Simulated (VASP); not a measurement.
# AlRu in VASP: further runs

Runs on AlRu. Level: PBEsol. Tasks: single point.

Everything below comes from runs of VASP 6.6.1. Logs are shortened: lines on timing, memory, paths and dates and some standing lists are left out, and cuts for length are marked.

## 1. The cell of the first run

The structure is orthorhombic, space group Pmma (No. 51). Conventional cell: a = 5.953 Å, b = 2.976 Å, c = 2.976 Å, α = 90.00°, β = 90.00°, γ = 90.00°. Within 3.4 Å of Al (site symmetry 2/m) lie 8 Ru at 2.54 to 2.61 Å and 6 Al at 2.98 Å. Within 3.4 Å of Ru (site symmetry mm2) lie 8 Al at 2.54 to 2.61 Å and 6 Ru at 2.98 Å.

## 2. Single point, PBEsol (mode 4 frozen in at -0.062 Å and mode 12 at +0.000 Å (largest displacements))

Contents of INCAR:

```
SYSTEM = AlRu
PREC = Accurate
ENCUT = 520
EDIFF = 1E-6
ISMEAR = 0
SIGMA = 0.15
LREAL = .False.
LASPH = .True.
NELM = 100
ALGO = Fast
ISIF = 2
LWAVE = .False.
LCHARG = .False.
GGA = PS
NBANDS = 25
```

Contents of KPOINTS:

```
Automatic mesh
0
Gamma
  16 16 8
  0 0 0
```

Contents of POSCAR:

```
AlRu
1.0
    2.9763250904      0.0000000000      0.0000000000
    0.0000000000      2.9763250904      0.0000000000
    0.0000000000      0.0000000000      5.9526501809
Al Ru
2 2
Direct
    0.0000000000      0.0000000000      0.0000000000
    0.0000000000      0.0000000000      0.5000000000
    0.4793033361      0.5000000000      0.2500000000
    0.5206966639      0.5000000000      0.7500000000
```

Potentials or basis: VASP PAW PBE potentials, release 64 (Al, Ru_pv).

The run is started by

```console
cat potpaw_PBE.64/Al/POTCAR potpaw_PBE.64/Ru_pv/POTCAR > POTCAR
mpirun -np 1 vasp_std > vasp.out
```

OUTCAR:

```text
SYSTEM = AlRu
   PREC = Accurate
   ENCUT = 520
   EDIFF = 1E-6
   ISMEAR = 0
   LREAL = .False.
   LASPH = .True.
   NELM = 100
   ISIF = 2
   GGA = PS

 ion  position               nearest neighbor table
   1  0.000  0.000  0.000-   3 2.54   4 2.54   3 2.54   4 2.54   4 2.61   4 2.61   3 2.61   3 2.61
                             2 2.98   2 2.98
   2  0.000  0.000  0.500-   3 2.54   4 2.54   3 2.54   4 2.54   4 2.61   4 2.61   3 2.61   3 2.61
                             1 2.98   1 2.98
   3  0.479  0.500  0.250-   1 2.54   2 2.54   1 2.54   2 2.54   1 2.61   2 2.61   1 2.61   2 2.61
                             4 2.98   4 2.98
   4  0.521  0.500  0.750-   1 2.54   2 2.54   1 2.54   2 2.54   1 2.61   2 2.61   1 2.61   2 2.61
                             3 2.98   3 2.98

  LATTYP: Found a simple tetragonal cell.
 ALAT       =     2.9763250904
 C/A-ratio  =     2.0000000000

  Lattice vectors:

 A1 = (   2.9763250904,   0.0000000000,   0.0000000000)
 A2 = (   0.0000000000,   2.9763250904,   0.0000000000)
 A3 = (   0.0000000000,   0.0000000000,   5.9526501809)

Analysis of symmetry for initial positions (statically):
=====================================================================
 Subroutine PRICEL returns:
 Original cell was already a primitive cell.

 Routine SETGRP: Setting up the symmetry group for a
 simple tetragonal supercell.

 Subroutine GETGRP returns: Found  8 space group operations
 (whereof  4 operations were pure point group operations)
 out of a pool of 16 trial point group operations.

The static configuration has the point symmetry C_2h.
 The point group associated with its full space group is D_2h.

Analysis of symmetry for dynamics (positions and initial velocities):
=====================================================================
 Subroutine PRICEL returns:
 Original cell was already a primitive cell.

 Routine SETGRP: Setting up the symmetry group for a
 simple tetragonal supercell.

 Subroutine GETGRP returns: Found  8 space group operations
 (whereof  4 operations were pure point group operations)
 out of a pool of 16 trial point group operations.

The dynamic configuration has the point symmetry C_2h.
 The point group associated with its full space group is D_2h.

 Subroutine INISYM returns: Found  8 space group operations
 (whereof  4 operations are pure point group operations),
 and found     1 'primitive' translations

----------------------------------------------------------------------------------------

                                     Primitive cell

  volume of cell :      52.7316

  direct lattice vectors                    reciprocal lattice vectors
     2.976325090  0.000000000  0.000000000     0.335984803  0.000000000  0.000000000
     0.000000000  2.976325090  0.000000000     0.000000000  0.335984803  0.000000000
     0.000000000  0.000000000  5.952650181     0.000000000  0.000000000  0.167992402

  length of vectors
     2.976325090  2.976325090  5.952650181     0.335984803  0.335984803  0.167992402

  position of ions in fractional coordinates (direct lattice)
     0.000000000  0.000000000  0.000000000
     0.000000000  0.000000000  0.500000000
     0.479303336  0.500000000  0.250000000
     0.520696664  0.500000000  0.750000000

  ion indices of the primitive-cell ions
   primitive index   ion index
                 1           1
                 2           2
                 3           3
                 4           4

----------------------------------------------------------------------------------------

 KPOINTS: Automatic mesh

Automatic generation of k-mesh.
 Grid dimensions read from file:
 generate k-points for:   16   16    8

 Generating k-lattice:

  Cartesian coordinates                     Fractional coordinates (reciprocal lattice)
     0.020999050  0.000000000  0.000000000     0.062500000  0.000000000  0.000000000
     0.000000000  0.020999050  0.000000000     0.000000000  0.062500000  0.000000000
     0.000000000  0.000000000  0.020999050     0.000000000  0.000000000  0.125000000

  Length of vectors
     0.020999050  0.020999050  0.020999050

  Shift w.r.t. Gamma in fractional coordinates (k-lattice)
     0.000000000  0.000000000  0.000000000

 Subroutine IBZKPT returns following result:
 ===========================================

 Found    405 irreducible k-points:

 Following reciprocal coordinates:
            Coordinates               Weight
  0.000000  0.000000  0.000000      1.000000
  0.062500  0.000000  0.000000      2.000000
  0.000000  0.062500  0.000000      2.000000
  0.125000  0.000000  0.000000      2.000000
  0.000000  0.125000  0.000000      2.000000
  0.187500  0.000000  0.000000      2.000000
[... 16 lines left out ...]
  0.250000  0.062500  0.000000      4.000000
 -0.062500  0.250000  0.000000      4.000000
 [... further k-points ...]
   k-points           NKPTS =    405   k-points in BZ     NKDIM =    405   number of bands    NBANDS=     25
   number of dos      NEDOS =    301   number of ions     NIONS =      4
   total plane-waves  NPLWV =  27648
   dimension x,y,z NGX =    24 NGY =   24 NGZ =   48
   dimension x,y,z NGXF=    48 NGYF=   48 NGZF=   96
   ions per type =               2   2
   NGX,Y,Z   is equivalent  to a cutoff of  13.41, 13.41, 13.41 a.u.
   NGXF,Y,Z  is equivalent  to a cutoff of  26.81, 26.81, 26.81 a.u.
 SYSTEM =  AlRu
   PREC   = accura    normal or accurate (medium, high low for compatibility)
   ISTART =      0    job   : 0-new  1-cont  2-samecut
   ICHARG =      2    charge: 1-file 2-atom 10-const
   ISPIN  =      1    spin polarized calculation?
   LNONCOLLINEAR =      F non collinear calculations
   LSORBIT =      F    spin-orbit coupling
   LASPH  =      T    aspherical Exc in radial PAW
   ENCUT  =  520.0 eV  38.22 Ry    6.18 a.u.   5.53  5.53 11.07*2*pi/ulx,y,z
   NELM   =    100;   NELMIN=  2; NELMDL= -5     # of ELM steps
   EDIFF  = 0.1E-05   stopping-criterion for ELM
   LREAL  =      F    real-space projection
   EDIFFG = 0.1E-04   stopping-criterion for IOM
   NSW    =      0    number of steps for IOM
   IBRION =     -1    ionic relax: 0-MD 1-quasi-New 2-CG
   NFREE  =      0    steps in history (QN), initial steepest desc. (CG)
   ISIF   =      2    stress and relaxation
   ISYM   =      2    0-nonsym 1-usesym 2-fastsym
   POTIM  = 0.5000    time-step for ionic-motion
   TEBEG  =    0.0;   TEEND  =   0.0 temperature during run
   PSTRESS=    0.0 pullay stress
   NELECT =      34.0000    total number of electrons
   NUPDOWN=      -1.0000    fix difference up-down
   EMIN   =  10.00;   EMAX   =-10.00  energy-range for DOS
   EFERMI =   0.00;   METHOD = LEGACY
   ISMEAR =     0;   SIGMA  =   0.15  broadening in eV -4-tet -1-fermi 0-gaus
   EFERMI_NEDOS =   21; number of points for ismear=-14 and -15
   IALGO  =     68    algorithm
   IMIX   =      4    mixing-type and parameters
     AMIX     =   0.40;   BMIX     =  1.00
     AMIX_MAG =   1.60;   BMIX_MAG =  1.00
  volume/ion in A,a.u.               =      13.18        88.96
  Fermi-wavevector in a.u.,A,eV,Ry     =   1.414308  2.672655 27.215300  2.000268
  Thomas-Fermi vector in A             =   2.535864
   LORBIT       =      0    0 simple, 1 ext, 2 COOP (PROOUT), +10 PAW based schemes
   GGA     = PS    functional components
   LHFCALC =     F    Hartree Fock is set to
   AEXX    =    0.0000 exact exchange contribution
   IVDW    =     0    specifies the selected vdW correction
   LEPSILON=     F    determine dielectric tensor
   LRPA    =     F    only Hartree local field effects (RPA)
 non-spin polarized calculation
 RMM-DIIS sequential band-by-band and
 Gauss-broadening in eV      SIGMA  =   0.15
  energy-cutoff  :      520.00
  volume of cell :       52.73
 maximum number of plane-waves:      1447
 NGX is ok and might be reduce to    24
   NGX = 11   NGY = 11   NGZ = 23

 number of electron      33.9999992 magnetization

 Free energy of the ion-electron system (eV)
  ---------------------------------------------------
  ext. energy  EPLUGINS =         0.00000000
  ---------------------------------------------------
  free energy    TOTEN  =       -31.01590557 eV

  energy without entropy =      -30.97813855  energy(sigma->0) =      -30.99702206

 E-fermi :  10.8273     XC(G=0): -12.7650

 val. band max:       10.8272858472   @ k =   0.0625   0.0625   0.1250
 cond. band min:      10.8293225518   @ k =  -0.4375   0.5000   0.2500
 fundamental gap:      0.0020367046
 Fermi energy:        10.8272858495

 k-point     1 :       0.0000    0.0000    0.0000
  band No.  band energies     occupation
      1     -31.1206      2.00000
      2     -30.9014      2.00000
      3     -30.8994      2.00000
      4     -30.8976      2.00000
      5     -30.8826      2.00000
      6     -30.8793      2.00000
[... 17 lines left out ...]
     24      21.4374      0.00000
     25      21.9034      0.00000

 k-point     2 :       0.0625    0.0000    0.0000
  band No.  band energies     occupation
      1     -31.1195      2.00000
      2     -30.9063      2.00000
      3     -30.9007      2.00000
      4     -30.8987      2.00000
      5     -30.8875      2.00000
      6     -30.8818      2.00000
[... 17 lines left out ...]
     24      21.2752      0.00000
     25      21.7619      0.00000

 k-point     3 :       0.0000    0.0625    0.0000
  band No.  band energies     occupation
      1     -31.1195      2.00000
      2     -30.9101      2.00000
      3     -30.8987      2.00000
      4     -30.8969      2.00000
      5     -30.8908      2.00000
      6     -30.8785      2.00000
[... 552 lines left out ...]
 k-point    23 :       0.2500    0.0625    0.0000
  band No.  band energies     occupation
      1     -31.1052      2.00000
      2     -31.0093      2.00000
      3     -30.9860      2.00000
      4     -30.9003      2.00000
      5     -30.8892      2.00000
      6     -30.8810      2.00000
[... 17 lines left out ...]
     24      19.0870      0.00000
     25      20.2544      0.00000

 k-point    24 :      -0.0625    0.2500    0.0000
  band No.  band energies     occupation
      1     -31.1053      2.00000
      2     -31.0131      2.00000
      3     -30.9895      2.00000
      4     -30.8965      2.00000
      5     -30.8891      2.00000
      6     -30.8777      2.00000
[... 17 lines left out ...]
     24      19.0667      0.00000
     25      20.2409      0.00000

 [... further k-points ...]

------------------------ aborting loop because EDIFF is reached ----------------------------------------

  FORCE on cell =-STRESS in cart. coord.  units (eV):
  Direction    XX          YY          ZZ          XY          YZ          ZX
  --------------------------------------------------------------------------------------
  -------------------------------------------------------------------------------------
  Total        0.1125206      0.1717085      0.1730783      0.0000000      0.0000000     -0.0000000
  in kB        3.4187837      5.2171269      5.2587464      0.0000000      0.0000000     -0.0000000
  external PRESSURE =       4.6315523 kB  Pullay stress =       0.0000000 kB

 VOLUME and BASIS-vectors are now :
 -----------------------------------------------------------------------------
  energy-cutoff  :      520.00
  volume of cell :       52.73
      direct lattice vectors                 reciprocal lattice vectors
     2.976325090  0.000000000  0.000000000     0.335984803  0.000000000  0.000000000
     0.000000000  2.976325090  0.000000000     0.000000000  0.335984803  0.000000000
     0.000000000  0.000000000  5.952650181     0.000000000  0.000000000  0.167992402

 POSITION                                       TOTAL-FORCE (eV/Angst)
 -----------------------------------------------------------------------------------
      0.00000      0.00000      0.00000         0.000000      0.000000      0.000000
      0.00000      0.00000      2.97633         0.000000      0.000000      0.000000
      1.42656      1.48816      1.48816         0.615340      0.000000      0.000000
      1.54976      1.48816      4.46449        -0.615340      0.000000      0.000000
 -----------------------------------------------------------------------------------
    total drift:                                0.000000      0.000000      0.000000

  FREE ENERGIE OF THE ION-ELECTRON SYSTEM (eV)
  ---------------------------------------------------
  free  energy   TOTEN  =       -31.0159055661 eV

  energy  without entropy=      -30.9781385473  energy(sigma->0) =      -30.99702206
```

It took 5.2 min on 1 thread of Intel Xeon 6975P-C, shared host; peak memory 0.52 GiB.

Results:

- Free energy: -31.0159 eV
- Pressure: 0.5 GPa
- Largest force: 0.615 eV/Å
- Band gap on the k mesh: zero (band 17 reaches 12.69 eV, above the bottom of band 18 at 9.60 eV)

Forces on the atoms (eV/Å):
```
Al   0.000  0.000  0.000
Al   0.000  0.000  0.000
Ru   0.615  0.000  0.000
Ru  -0.615  0.000  0.000
```

Caveat: the cell differs from its parent crystal (mode 4 frozen in at -0.062 Å and mode 12 at +0.000 Å (largest displacements)); the PAW data sets were made with another functional, which shifts forces and pressure a little.

[end of part 1 of 2]
